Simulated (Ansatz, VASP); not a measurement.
Si: VASP beside Ansatz

```xyz
3
Lattice="3.9032 0.0000 0.0000 -1.9516 3.3802 0.0000 0.0000 0.0000 4.1070" Properties=species:S:1:pos:R:3 pbc="T T T"
Si   -0.9758    1.6901    1.3690
Si    0.9758    1.6901    2.7380
Si    1.9516    0.0000    0.0000
```

Alike in both runs: functional PBE; k mesh 6 × 6 × 4; occupations gaussian, width 0.1 eV; no spin polarisation.

Ansatz relaxed the structure, and its values are those at the end. VASP's run is a single point on that final structure, the one shown.

|  | VASP | Ansatz |
| --- | --- | --- |
| version | VASP 6.6.1 | Ansatz 0.2.0 |
| potentials or method | VASP PAW PBE potentials, release 64 (Si), cutoff 520 eV | scalar-relativistic, plane waves, PAW |
| valence electrons in the cell | 12 | 12 |

VASP gave:

```
gap on the k mesh at the Fermi level (eV) : none
pressure (GPa)                            : 0.1
```

Problem. Estimate Ansatz's values.

Solution. gap on the k mesh at the Fermi level (eV): none; pressure (GPa): 0.2.

A gap of «none» marks a metal or a gap that the smearing closes. With one functional, cell and mesh, what is left measures potentials, basis and numerics.

The k mesh is coarse, so the values compare programs but aren't converged.
